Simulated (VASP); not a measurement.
BiH2: relaxation of cell and atoms with PBE

The system is BiH2.

```
Bi H
1.0
     2.78775    0.00000    0.00000
    -1.39387    2.41426    0.00000
     0.00000    0.00000    6.88235
Bi H
1 2
Direct
  0.00000 0.00000 0.50000
  0.00000 0.00000 0.30000
  0.00000 0.00000 0.70000
```

| Quantity | Value |
| --- | --- |
| Program | VASP 6.6.1 |
| Task | relaxation of cell and atoms |
| Functional | PBE |
| Potentials or basis | VASP PAW PBE potentials, release 64 (Bi_d, H) |
| Cutoff | 600 eV |
| k mesh | 6 × 6 × 4 |
| Occupations | gaussian, width 0.1 eV |
| Spin | no spin polarisation |
| Dipole correction | no |
| Further INCAR settings | ALGO = Normal; EDIFF = 1e-07; IBRION = 2; EDIFFG = -0.04; NSW = 90; ISIF = 3 |

```yaml
Relaxed_volume: 26.00 Å³/atom
Relaxed_cell: a = 3.365 Å, b = 3.365 Å, c = 7.958 Å, α = 90.00°, β = 90.00°, γ = 120.00°
Space_group_after_relaxing_to_0.05_Å: P6/mmm (No. 191)
Energy_gained_by_relaxing: 2236.2 meV/atom
Ionic_steps: 10
Pressure_after_relaxing: 0.1 GPa
Largest_force_after_relaxing: 0.033 eV/Å
```

Forces on the atoms (eV/Å):
```
Bi   0.000  0.000  0.000
H    0.000  0.000 -0.033
H    0.000  0.000  0.033
```

Stress tensor (GPa, compression positive):
```
 0.12  0.00  0.00
 0.00  0.12  0.00
 0.00  0.00 -0.09
```

Step by step:
```
step  energy change (eV)  largest force (eV/Å)  pressure (GPa)  volume (Å³)
   1              0.0000               11.8839           75.55        46.32
   2             -4.4204                1.2414           -4.82       113.00
   3             -6.2676                0.8803            2.34        72.70
   4             -6.2792                0.8316            2.72        71.83
   5             -6.2962                0.6212            4.28        68.67
   6             -6.6724                0.1489            1.08        75.03
   7             -6.7071                0.1046           -0.03        78.49
   8             -6.7082                0.0691            0.10        78.00
   9             -6.7082                0.0557            0.15        77.82
  10             -6.7085                0.0334            0.05        78.01
```

Final structure:
```xyz
3
Lattice="3.3645 0.0000 0.0000 -1.6823 2.9137 0.0000 0.0000 0.0000 7.9577" Properties=species:S:1:pos:R:3 pbc="T T T"
Bi    0.0000    0.0000    3.9788
H     0.0000    0.0000    2.0142
H     0.0000    0.0000    5.9435
```

Levels at points of the mesh, in eV from the Fermi level:
```tsv
k point	band 5	band 6	band 7	band 8	band 9	band 10	band 11	band 12
(0.00, 0.00, 0.00)	-22.92	-12.99	-5.45	-1.49	3.98	5.51	5.51	5.94
(0.50, 0.00, 0.00)	-22.92	-10.37	-4.40	-3.86	0.16	2.42	4.45	6.43
(0.00, 0.00, 0.50)	-22.92	-12.98	-5.50	-1.21	2.91	5.51	5.51	6.95
(0.50, 0.00, 0.50)	-22.92	-10.37	-4.40	-3.89	0.31	2.42	4.25	5.83
```

Run time: 2.2 min on 1 thread of AMD EPYC 7R43 64-Core Processor (Zen 3), on a shared host, peak memory 0.15 GiB.

Caveat: the k points lie up to 0.36 Å⁻¹ apart in the final cell; the volume moved by over 15 % at a fixed basis, so the end points are rough; spin-orbit coupling is left out, which moves the levels of the heavy elements.
